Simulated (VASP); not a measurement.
Set up this calculation in VASP 6.6.1, as the native input.

```
Task                   : single point
Functional             : PBE
Potentials or basis    : VASP PAW PBE potentials, release 64 (Ni_sv_GW)
Cutoff                 : 690 eV
k mesh                 : 12 × 12 × 7
Occupations            : fermi-dirac, width 0.05 eV
Spin                   : collinear spin, ferrimagnetic start
Starting moments       : [0.83, -0.38] μB
Dipole correction      : no
Further INCAR settings : ALGO = Normal; EDIFF = 1e-06; NBANDS = 29
```

The structure of Ni lies in POSCAR:

```
Ni
1.0
    2.4480228978      0.0000000000      0.0000000000
   -1.2240114489      2.1200500186      0.0000000000
    0.0000000000      0.0000000000      4.0728075700
Ni
2
Direct
    0.6666666667      0.3333333333      0.7500000000
    0.3333333333      0.6666666667      0.2500000000
```

This isn't the form of Ni at room conditions, which is fcc.

One way to write it, as run:

INCAR

```
SYSTEM = Ni
ALGO = Normal
EDIFF = 1E-6
ENCUT = 690
GGA = PE
GGA_COMPAT = .FALSE.
ISIF = 2
ISMEAR = -1
ISPIN = 2
LASPH = .TRUE.
LCHARG = .FALSE.
LMAXMIX = 4
LORBIT = 11
LREAL = .FALSE.
LWAVE = .FALSE.
MAGMOM = 0.83 -0.38
NBANDS = 29
NELM = 200
PREC = Accurate
SIGMA = 0.05
```

KPOINTS

```
k-points
0
G
  12 12 7
  0 0 0
```

Potentials or basis: VASP PAW PBE potentials, release 64 (Ni_sv_GW).

Command:

```bash
$ cat potpaw_PBE.64/Ni_sv_GW/POTCAR > POTCAR
$ mpirun -np 1 vasp_std > vasp.out
```

It gave:

```yaml
Pressure: 6.1 GPa
Net_moment: 1.30 μB per cell
Site_moments: Ni +0.69 μB
Valence_electrons_inside_the_program's_atomic_spheres: Ni 16.37
```

Caveat: the cell stands under pressure.

Run time: 2 min on 1 thread of AMD EPYC 9R45 96-Core Processor (Zen 5), with other jobs on the host, peak memory 0.22 GiB.
